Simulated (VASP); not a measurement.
Write the native input for VASP 6.6.1 that does the following.

```yaml
Task: single point
Functional: r2SCAN
Potentials_or_basis: VASP PAW PBE potentials, release 64 (Cu)
Cutoff: 520 eV
k_mesh: 24 × 24 × 12
Occupations: gaussian, width 0.1 eV
Spin: no spin polarisation
Dipole_correction: no
Further_INCAR_settings: ALGO = Normal; EDIFF = 1e-06; NBANDS = 18
```

Crystal: Cu.

```xyz
2
Lattice="2.6317 0.0000 0.0000 -1.3159 2.2791 0.0000 0.0000 0.0000 4.0307" Properties=species:S:1:pos:R:3 pbc="T T T"
Cu    0.0000    1.5194    1.0077
Cu    1.3159    0.7597    3.0231
```

This cell differs from its parent crystal: biaxial strain in the a-b plane: +4.0 %.

These files were run (other wordings do the same):

POSCAR

```
Cu
1.0
    2.6317228330      0.0000000000      0.0000000000
   -1.3158614165      2.2791388291      0.0000000000
    0.0000000000      0.0000000000      4.0307390255
Cu
2
Direct
    0.3333333333      0.6666666667      0.2500000000
    0.6666666667      0.3333333333      0.7500000000
```

INCAR.step1

```
SYSTEM = Cu
PREC = Accurate
ENCUT = 520
ISMEAR = 0
SIGMA = 0.1
LREAL = .FALSE.
LASPH = .TRUE.
NELM = 100
NBANDS = 18
GGA = PE
ALGO = Normal
EDIFF = 1E-4
LWAVE = .TRUE.
LCHARG = .FALSE.
```

INCAR.step2

```
SYSTEM = Cu
PREC = Accurate
ENCUT = 520
EDIFF = 1E-6
ISMEAR = 0
SIGMA = 0.1
LREAL = .FALSE.
LASPH = .TRUE.
NELM = 100
ALGO = Normal
ISIF = 2
LWAVE = .FALSE.
LCHARG = .FALSE.
METAGGA = R2SCAN
LMIXTAU = .TRUE.
NBANDS = 18
ISTART = 1
```

KPOINTS

```
Automatic mesh
0
G
  24 24 12
  0 0 0
```

Potentials or basis: VASP PAW PBE potentials, release 64 (Cu).

The run is started by

```console
$ cat potpaw_PBE.64/Cu/POTCAR > POTCAR
$ cp INCAR.step1 INCAR
$ mpirun -np 1 vasp_std > vasp.out
$ cp INCAR.step2 INCAR
$ mpirun -np 1 vasp_std > vasp.out
```

It gave:

- Pressure: -6.4 GPa
- Band gap on the k mesh: zero (bands 11 and 12 overlap by 5.84 eV)

Caveat: the cell differs from its parent crystal (biaxial strain in the a-b plane: +4.0 %); the stress differs along the axes, from -10 to 0 GPa; the PAW data sets were made with another functional, which shifts forces and pressure a little.

It took 6.1 min on 1 thread of Intel(R) Xeon(R) 6975P-C (Granite Rapids), with other jobs on the host, peak memory 0.26 GiB.
